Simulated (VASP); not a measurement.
Hf2TaO3, 6 atoms in the cell. It takes space group P4mm (No. 99, tetragonal). Conventional cell: a = 3.008 Å, b = 3.008 Å, c = 8.574 Å, α = 90.00°, β = 90.00°, γ = 90.00°. Hf (site symmetry 4mm) has 6 O at 2.12 to 2.62 Å within 2.8 Å. Hf (site symmetry 4mm) has 5 O at 2.19 to 2.27 Å and 1 Ta at 2.81 Å within 2.9 Å. Ta (site symmetry 4mm) has 4 O at 2.18 Å and 1 Hf at 2.81 Å within 2.9 Å. O (site symmetry 4mm) has 5 Hf at 2.19 to 2.62 Å and 4 O at 2.74 Å within 2.9 Å. O (site symmetry 4mm) has 1 Hf at 2.12 Å and 4 Ta at 2.18 Å within 2.8 Å. Within 3.0 Å of O (site symmetry 4mm) lie 5 Hf at 2.27 to 2.30 Å and 4 O at 2.74 Å. 

| Quantity | Value |
| --- | --- |
| Program | VASP 6.6.1 |
| Task | single point |
| Functional | PBE |
| Potentials or basis | VASP PAW PBE potentials, release 64 (Hf_pv, Ta_pv, O) |
| Cutoff | 520 eV |
| k mesh | 12 × 12 × 6 |
| Occupations | gaussian, width 0.1 eV |
| Spin | no spin polarisation |
| Dipole correction | no |
| Further INCAR settings | ALGO = Normal; EDIFF = 1e-07; NBANDS = 34 |

Potentials or basis: VASP PAW PBE potentials, release 64 (Hf_pv, Ta_pv, O).

Launch:

```sh
$ cat potpaw_PBE.64/Hf_pv/POTCAR potpaw_PBE.64/Ta_pv/POTCAR potpaw_PBE.64/O/POTCAR > POTCAR
$ mpirun -np 1 vasp_std > vasp.out
```

Hardware: 1 thread of AMD EPYC 7R13 (shared host).

Q: Estimate the wall time of this run.

A: It took 6.9 min on 1 thread of AMD EPYC 7R13, with other jobs on the host, peak memory 0.35 GiB. Counts: scf iterations 17, k points 112.
